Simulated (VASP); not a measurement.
# AlCu3 (Cmmm) in VASP: a series of runs, part 2 of 2

VASP 6.6.1. Earlier steps stand in the parts before.

## (3) Single point, PBEsol

This run uses another cell than the first one, of 11.14 Å³/atom.

Input file INCAR:

```
ALGO = Fast
EDIFF = 1E-6
ENCUT = 520
GGA = PS
ISIF = 2
ISMEAR = 0
LASPH = True
LCHARG = False
LREAL = False
LWAVE = False
NBANDS = 26
NELM = 100
PREC = Accurate
SIGMA = 0.15
```

Input file KPOINTS:

```
k-points
0
Gamma
  12 12 12
```

Input file POSCAR:

```
AlCu3
1.0
    3.5046665963     -0.0998739185      0.0000000000
   -0.0998739185      3.5046665963      0.0000000000
    0.0000000000      0.0000000000      3.6317788563
Al Cu
1 3
Direct
    0.0000000000      0.0000000000      0.0000000000
    0.5000000000      0.5000000000      0.0000000000
    0.5000000000      0.0000000000      0.5000000000
    0.0000000000      0.5000000000      0.5000000000
```

Potentials or basis: VASP PAW PBE potentials, release 64 (Al, Cu).

Command:

```bash
$ cat potpaw_PBE.64/Al/POTCAR potpaw_PBE.64/Cu/POTCAR > POTCAR
$ mpirun -np 1 vasp_std > vasp.out
```

OUTCAR:

```text
EDIFF = 1E-6
   ENCUT = 520
   GGA = PS
   ISIF = 2
   ISMEAR = 0
   LASPH = True
   LREAL = False
   NELM = 100
   PREC = Accurate

 ion  position               nearest neighbor table
   1  0.000  0.000  0.000-   2 2.41   2 2.41   4 2.52   3 2.52   4 2.52   4 2.52   4 2.52   3 2.52
                             3 2.52   3 2.52   2 2.55   2 2.55
   2  0.500  0.500  0.000-   1 2.41   1 2.41   4 2.52   3 2.52   4 2.52   3 2.52   3 2.52   4 2.52
                             4 2.52   3 2.52   1 2.55   1 2.55
   3  0.500  0.000  0.500-   4 2.41   4 2.41   1 2.52   1 2.52   2 2.52   2 2.52   2 2.52   1 2.52
                             1 2.52   2 2.52   4 2.55   4 2.55
   4  0.000  0.500  0.500-   3 2.41   3 2.41   1 2.52   1 2.52   2 2.52   1 2.52   1 2.52   2 2.52
                             2 2.52   2 2.52   3 2.55   3 2.55

  LATTYP: Found a base centered orthorhombic cell.
 ALAT       =     4.8151039820
 B/A-ratio  =     1.0586666666
 C/A-ratio  =     0.7542472333

  Lattice vectors:

 A1 = (   3.5046665963,  -0.0998739185,   0.0000000000)
 A2 = (  -0.0998739185,   3.5046665963,   0.0000000000)
 A3 = (   0.0000000000,   0.0000000000,   3.6317788563)

Analysis of symmetry for initial positions (statically):
=====================================================================
 Subroutine PRICEL returns:
 Original cell was already a primitive cell.

 Routine SETGRP: Setting up the symmetry group for a
 base centered orthorhombic supercell.

 Subroutine GETGRP returns: Found  8 space group operations
 (whereof  8 operations were pure point group operations)
 out of a pool of  8 trial point group operations.

The static configuration has the point symmetry D_2h.

Analysis of symmetry for dynamics (positions and initial velocities):
=====================================================================
 Subroutine PRICEL returns:
 Original cell was already a primitive cell.

 Routine SETGRP: Setting up the symmetry group for a
 base centered orthorhombic supercell.

[... 130 lines left out ...]
  Fermi-wavevector in a.u.,A,eV,Ry     =   1.524599  2.881075 31.625417  2.324403
  Thomas-Fermi vector in A             =   2.632884
   LORBIT       =      0    0 simple, 1 ext, 2 COOP (PROOUT), +10 PAW based schemes
   GGA     = PS    functional components
   LHFCALC =     F    Hartree Fock is set to
   AEXX    =    0.0000 exact exchange contribution
   IVDW    =     0    specifies the selected vdW correction
   LEPSILON=     F    determine dielectric tensor
   LRPA    =     F    only Hartree local field effects (RPA)
 non-spin polarized calculation
 RMM-DIIS sequential band-by-band and
 Gauss-broadening in eV      SIGMA  =   0.15
  energy-cutoff  :      520.00
  volume of cell :       44.57
 maximum number of plane-waves:      1219
 NGX is ok and might be reduce to    28
   NGX = 13   NGY = 13   NGZ = 13

 number of electron      36.0000011 magnetization

 Free energy of the ion-electron system (eV)
  ---------------------------------------------------
  ext. energy  EPLUGINS =         0.00000000
  ---------------------------------------------------
  free energy    TOTEN  =       -17.56895469 eV

  energy without entropy =      -17.55748784  energy(sigma->0) =      -17.56322127

 E-fermi :   9.6095     XC(G=0): -12.8908

 val. band max:        9.6036016018   @ k =   0.4167   0.2500   0.2500
 cond. band min:       9.6132699433   @ k =  -0.3333   0.0833   0.1667
 fundamental gap:      0.0096683415
 Fermi energy:         9.6094612264

 k-point     1 :       0.0000    0.0000    0.0000
  band No.  band energies     occupation
      1      -1.7209      2.00000
      2       3.6649      2.00000
      3       4.2674      2.00000
      4       4.3184      2.00000
      5       4.5548      2.00000
      6       4.5937      2.00000
[... 685 lines left out ...]
     25      20.6028      0.00000
     26      21.5156      0.00000

 [... further k-points ...]

------------------------ aborting loop because EDIFF is reached ----------------------------------------

  FORCE on cell =-STRESS in cart. coord.  units (eV):
  Direction    XX          YY          ZZ          XY          YZ          ZX
  --------------------------------------------------------------------------------------
  -------------------------------------------------------------------------------------
  Total        4.4883252      4.4883252      3.4033955      2.3186462      0.0000000      0.0000000
  in kB      161.3373485    161.3373485    122.3384636     83.3460630      0.0000000      0.0000000
  external PRESSURE =     148.3377202 kB  Pullay stress =       0.0000000 kB

 VOLUME and BASIS-vectors are now :
 -----------------------------------------------------------------------------
  energy-cutoff  :      520.00
  volume of cell :       44.57
      direct lattice vectors                 reciprocal lattice vectors
     3.504666596 -0.099873919  0.000000000     0.285565755  0.008137884  0.000000000
    -0.099873919  3.504666596  0.000000000     0.008137884  0.285565755  0.000000000
     0.000000000  0.000000000  3.631778856     0.000000000  0.000000000  0.275347162

 POSITION                                       TOTAL-FORCE (eV/Angst)
 -----------------------------------------------------------------------------------
      0.00000      0.00000      0.00000        -0.000000      0.000000      0.000000
      1.70240      1.70240      0.00000         0.000000      0.000000      0.000000
      1.75233     -0.04994      1.81589        -0.000000      0.000000      0.000000
     -0.04994      1.75233      1.81589        -0.000000      0.000000      0.000000
 -----------------------------------------------------------------------------------
    total drift:                                0.000000      0.000000      0.000000

  FREE ENERGIE OF THE ION-ELECTRON SYSTEM (eV)
  ---------------------------------------------------
  free  energy   TOTEN  =       -17.5689546924 eV

  energy  without entropy=      -17.5574878434  energy(sigma->0) =      -17.56322127
```

OSZICAR:

```text
N       E                     dE             d eps       ncg     rms          rms(c)
DAV:   1     0.251717222810E+03    0.25172E+03   -0.15623E+04 16388   0.222E+03
DAV:   2    -0.301468831690E+01   -0.25473E+03   -0.24360E+03 15674   0.358E+02
DAV:   3    -0.221876653817E+02   -0.19173E+02   -0.18397E+02 17688   0.137E+02
DAV:   4    -0.226142473985E+02   -0.42658E+00   -0.42530E+00 22994   0.238E+01
DAV:   5    -0.226218261542E+02   -0.75788E-02   -0.75778E-02 24218   0.250E+00    0.186E+01
RMM:   6    -0.207204390272E+02    0.19014E+01   -0.46599E+01 17814   0.105E+02    0.122E+01
RMM:   7    -0.175791742080E+02    0.31413E+01   -0.11119E+01 17254   0.530E+01    0.174E+00
RMM:   8    -0.175661545239E+02    0.13020E-01   -0.22102E-01 18929   0.664E+00    0.539E-01
RMM:   9    -0.175680484068E+02   -0.18939E-02   -0.85804E-02 19355   0.176E+00    0.222E-01
RMM:  10    -0.175685264361E+02   -0.47803E-03   -0.13620E-02 19686   0.161E+00    0.138E-01
RMM:  11    -0.175690081519E+02   -0.48172E-03   -0.54573E-03 20861   0.731E-01    0.128E-01
RMM:  12    -0.175688994260E+02    0.10873E-03   -0.13103E-03 20177   0.390E-01    0.210E-02
RMM:  13    -0.175689503964E+02   -0.50970E-04   -0.54839E-04 23991   0.170E-01    0.241E-02
RMM:  14    -0.175689537101E+02   -0.33137E-05   -0.33082E-05 19727   0.392E-02    0.229E-02
RMM:  15    -0.175689546924E+02   -0.98229E-06   -0.47751E-06 15264   0.250E-02
   1 F= -.17568955E+02 E0= -.17563221E+02  d E =-.114668E-01
```

stdout:

```text
POSCAR found type information on POSCAR AlCu
 POSCAR found :  2 types and       4 ions
 scaLAPACK will be used
 -----------------------------------------------------------------------------
|                                                                             |
|                                                                             |
|     You enforced a specific xc type in the INCAR file but a different       |
|     I HOPE YOU KNOW WHAT YOU ARE DOING!                                     |
|                                                                             |
 -----------------------------------------------------------------------------

 LDA part: xc-table for (Slater+PW92), standard interpolation
 POSCAR, INCAR and KPOINTS ok, starting setup
 FFT: planning ... GRIDC
 FFT: planning ... GRID_SOFT
 FFT: planning ... GRID
 WAVECAR not read
 entering main loop
WARNING in EDDRMM: call to ZHEGV failed, returncode =   8  4     25
```

It took 10 min on 1 thread of Intel Xeon 8259CL, shared host; peak memory 0.38 GiB.

What came out:

```yaml
Free_energy: -17.5690 eV
Pressure: 14.8 GPa
Band_gap_on_the_k_mesh: zero (bands 18 and 19 overlap by 5.61 eV)
```

Levels at points of the mesh, in eV from the Fermi level:
```
           k point  band 14  band 15  band 16  band 17  band 18  band 19  band 20  band 21  band 22  band 23
(0.00, 0.00, 0.00)    -2.25    -2.23    -2.09    -0.91    -0.22    -0.07     4.27     4.94     5.79    10.44
(0.50, 0.00, 0.00)    -3.16    -3.12    -2.71    -2.24     3.60     3.74     4.05     4.26     4.75     6.72
(0.50, 0.50, 0.00)    -3.08    -3.07    -2.88    -2.49    -1.39    -0.91     6.02     6.48     6.66     7.10
(0.00, 0.00, 0.50)    -3.10    -3.04    -2.58    -2.10     3.76     3.97     4.27     4.29     5.04     6.65
(0.50, 0.00, 0.50)    -3.15    -3.11    -3.01    -2.54    -1.31    -1.30     6.41     6.79     6.81     7.84
(0.50, 0.50, 0.50)    -3.09    -3.05    -2.44    -2.42    -2.30    -1.66     1.45     1.62     2.09     2.45
```

Caveat: the cell stands under pressure; the PAW data sets were made with another functional, which shifts forces and pressure a little.

## (4) Single point, PBEsol

This run uses another cell than the first one, of 13.70 Å³/atom.

Input file INCAR:

```
SYSTEM = AlCu3
  PREC = Accurate
  ENCUT = 520
  EDIFF = 1E-6
  ISMEAR = 0
  SIGMA = 0.15
  LREAL = .False.
  LASPH = .True.
  NELM = 100
  ALGO = Fast
  ISIF = 2
  LWAVE = .False.
  LCHARG = .True.
  GGA = PS
  LELF = .True.
  LVHAR = .True.
  NBANDS = 26
```

Input file KPOINTS:

```
regular mesh
0
Gamma
  12 12 12
  0 0 0
```

Changes to POSCAR since step 3:

```diff
@@ -2,4 +2,4 @@
 1.0
-    3.5046665963     -0.0998739185      0.0000000000
-   -0.0998739185      3.5046665963      0.0000000000
+    3.8860033762     -0.0998739185      0.0000000000
+   -0.0998739185      3.8860033762      0.0000000000
     0.0000000000      0.0000000000      3.6317788563
```

Command:

```bash
$ cat potpaw_PBE.64/Al/POTCAR potpaw_PBE.64/Cu/POTCAR > POTCAR
$ mpirun -np 1 vasp_std > vasp.out
```

Wall time 11 min (1 thread of Intel Xeon 8259CL, shared host); peak memory 0.43 GiB.

The run converged. Its results:

```
Free energy            : -17.4182 eV
Pressure               : -14.0 GPa
Band gap on the k mesh : zero (bands 18 and 19 overlap by 4.77 eV)
```

Stress tensor (GPa, compression positive):
```
-14.17   2.07   0.00
  2.07 -14.17   0.00
  0.00   0.00 -13.71
```

Levels at points of the mesh, in eV from the Fermi level:
| k point | band 14 | band 15 | band 16 | band 17 | band 18 | band 19 | band 20 | band 21 | band 22 | band 23 |
| --- | --- | --- | --- | --- | --- | --- | --- | --- | --- | --- |
| (0.00, 0.00, 0.00) | -2.00 | -1.86 | -1.84 | -0.56 | -0.44 | 0.73 | 3.48 | 3.60 | 5.00 | 8.23 |
| (0.50, 0.00, 0.00) | -2.60 | -2.57 | -2.21 | -1.85 | 2.81 | 3.11 | 3.95 | 4.37 | 4.46 | 5.70 |
| (0.50, 0.50, 0.00) | -2.69 | -2.59 | -2.53 | -2.16 | -1.50 | -1.17 | 6.08 | 6.42 | 6.88 | 6.89 |
| (0.00, 0.00, 0.50) | -2.58 | -2.49 | -2.35 | -2.02 | 3.26 | 3.44 | 3.68 | 3.72 | 4.37 | 4.70 |
| (0.50, 0.00, 0.50) | -2.55 | -2.49 | -2.44 | -2.12 | -1.11 | -1.09 | 5.38 | 5.57 | 5.61 | 6.49 |
| (0.50, 0.50, 0.50) | -2.53 | -2.27 | -2.15 | -2.03 | -1.98 | -0.98 | 0.71 | 1.08 | 1.67 | 1.69 |

Caveat: the cell stands under tension; the PAW data sets were made with another functional, which shifts forces and pressure a little.

## (5) Overview

| cell | gap on the mesh (eV) | pressure (GPa) |
| --- | --- | --- |
| a = 3.383, b = 3.383, c = 3.632 Å, angles 90.0, 90.0, 96.8°, 4 atoms | none | 36.3 |
| a = 3.506, b = 3.506, c = 3.632 Å, angles 90.0, 90.0, 93.3°, 4 atoms | none | 14.8 |
| a = 3.887, b = 3.887, c = 3.632 Å, angles 90.0, 90.0, 92.9°, 4 atoms | none | -14.0 |

Alike in all rows: task single point; level PBEsol; potentials or basis VASP PAW PBE potentials, release 64 (Al, Cu); no spin polarisation; k mesh 12 × 12 × 12; cutoff (eV) 520; smearing gaussian 0.15 eV.

Caveats: the PAW data sets were made with another functional, which shifts forces and pressure a little; the stress differs along the axes, from 26 to 41 GPa (at least some runs); the cell stands under pressure (at least some runs); the cell stands under tension (at least some runs).

Absolute energies hang on the potentials; compare differences alone.

The gap in the log of VASP goes by the Fermi energy; the results here count the filled bands.